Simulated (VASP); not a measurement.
A run of VASP 6.6.1 is set up as follows.

INCAR

```
SYSTEM = W
PREC = Accurate
ENCUT = 520
EDIFF = 1E-7
ISMEAR = -1
SIGMA = 0.05
LREAL = .FALSE.
LASPH = .TRUE.
NELM = 60
ALGO = Normal
ISIF = 2
LWAVE = .FALSE.
LCHARG = .FALSE.
GGA = CA
NBANDS = 13
```

Contents of KPOINTS:

```
Automatic mesh
0
G
  11 11 11
  0 0 0
```

POSCAR

```
W
1.0
    0.0000000000      2.0567135898      2.0567135898
    2.0567135898      0.0000000000      2.0567135898
    2.0567135898      2.0567135898      0.0000000000
W
1
Direct
    0.0000000000      0.0000000000      0.0000000000
```

Potentials or basis: VASP PAW LDA potentials, release 64 (W_sv).

Launch:

```sh
$ cat potpaw_LDA.64/W_sv/POTCAR > POTCAR
$ mpirun -np 1 vasp_std > vasp.out
```

Q: What does it give for the band gap on the k mesh?

A: Zero (band 7 reaches 12.06 eV, above the bottom of band 8 at 9.04 eV).

Q: What does it give for the pressure?

A: -25.2 GPa.

Caveat: spin-orbit coupling is left out, which moves the levels of the heavy elements.
